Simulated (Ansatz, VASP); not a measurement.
## One calculation of Si5PdW2, two programs

```xyz
8
Lattice="3.2453 0.0000 0.0000 0.0000 3.2453 0.0000 0.0000 0.0000 10.6804" Properties=species:S:1:pos:R:3 pbc="T T T"
Si    1.6226    1.6226    9.3891
Si    0.0000    0.0000    8.0084
Si    1.6226    1.6226    1.2912
Si    0.0000    0.0000    2.6720
Si    0.0000    0.0000    5.3402
Pd    0.0000    0.0000    0.0000
W     1.6226    1.6226    6.8624
W     1.6226    1.6226    3.8180
```

Alike in both runs: functional PBE; k mesh 5 × 5 × 2; occupations gaussian, width 0.2 eV; no spin polarisation.

Ansatz relaxed the structure, and its values are those at the end. VASP's run is a single point on that final structure, the one shown.

|  | VASP | Ansatz |
| --- | --- | --- |
| version | VASP 6.6.1 | Ansatz 0.2.0 |
| potentials or method | VASP PAW PBE potentials, release 64 (Si, Pd, W_sv), cutoff 520 eV | scalar-relativistic, plane waves, PAW |
| valence electrons in the cell | 58 | 66 |

Ansatz gave:

```
gap on the k mesh at the Fermi level (eV) : none
pressure (GPa)                            : 0.2
rms of the force components (eV/Å)        : 0.023
```

Q: What did VASP give for the same quantities?

A: gap on the k mesh at the Fermi level (eV): none; pressure (GPa): 0.3; rms of the force components (eV/Å): 0.022.

A gap of «none» marks a metal or a gap that the smearing closes. The functional is the same, so the differences come from potentials, cutoffs and numerics. VASP's potentials hold 58 valence electrons a cell and Ansatz's 66, so a difference there can come from the potentials and not from the codes.

The k mesh is coarse, so the values compare programs but aren't converged. Neither program's run includes spin-orbit coupling.
